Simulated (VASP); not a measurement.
Here is a VASP 6.6.1 calculation.

The input POSCAR:

```
CdTe
1.0
    0.0000000000      3.1487569112      3.4485483051
    3.1487569112      0.0000000000      3.4485483051
    3.1487569112      3.1487569112      0.0000000000
Cd Te
1 1
Direct
    0.0000000000      0.0000000000      0.0000000000
    0.2500000000      0.2500000000      0.2500000000
```

INCAR.step1

```
SYSTEM = CdTe
  PREC = Accurate
  ENCUT = 520
  EDIFF = 1E-5
  ISMEAR = 0
  SIGMA = 0.01
  LREAL = .FALSE.
  LASPH = .TRUE.
  NELM = 80
  ALGO = Normal
  ISIF = 2
  LWAVE = .TRUE.
  GGA = PE
  NBANDS = 16
```

INCAR.step2

```
SYSTEM = CdTe
  PREC = Accurate
  ENCUT = 520
  EDIFF = 1E-6
  ISMEAR = 0
  SIGMA = 0.01
  LREAL = .FALSE.
  LASPH = .TRUE.
  NELM = 80
  ALGO = Normal
  ISIF = 2
  LWAVE = .FALSE.
  LCHARG = .TRUE.
  GGA = PE
  LHFCALC = .TRUE.
  HFSCREEN = 0.2079
  PRECFOCK = Normal
  LELF = .TRUE.
  LVHAR = .TRUE.
  ISTART = 1
  NBANDS = 16
```

KPOINTS

```
Automatic mesh
0
G
  4 4 4
  0 0 0
```

Potentials or basis: VASP PAW PBE potentials, release 64 (Cd, Te).

Run with:

```sh
$ cat potpaw_PBE.64/Cd/POTCAR potpaw_PBE.64/Te/POTCAR > POTCAR
$ cp INCAR.step1 INCAR
$ mpirun -np 1 vasp_std > vasp.out
$ cp INCAR.step2 INCAR
$ mpirun -np 1 vasp_std > vasp.out
```

Q: Estimate the band gap on the k mesh.

A: 1.39 eV.

Q: Estimate the pressure.

A: 1.4 GPa.

Stress tensor (GPa, compression positive):
```
2.08 0.00 0.00
0.00 2.08 0.00
0.00 0.00 0.17
```

Caveat: the cell differs from its parent crystal (epitaxial xy strain -4.0%); the PAW data sets were made with another functional, which shifts forces and pressure a little; spin-orbit coupling is left out, which moves the levels of the heavy elements.
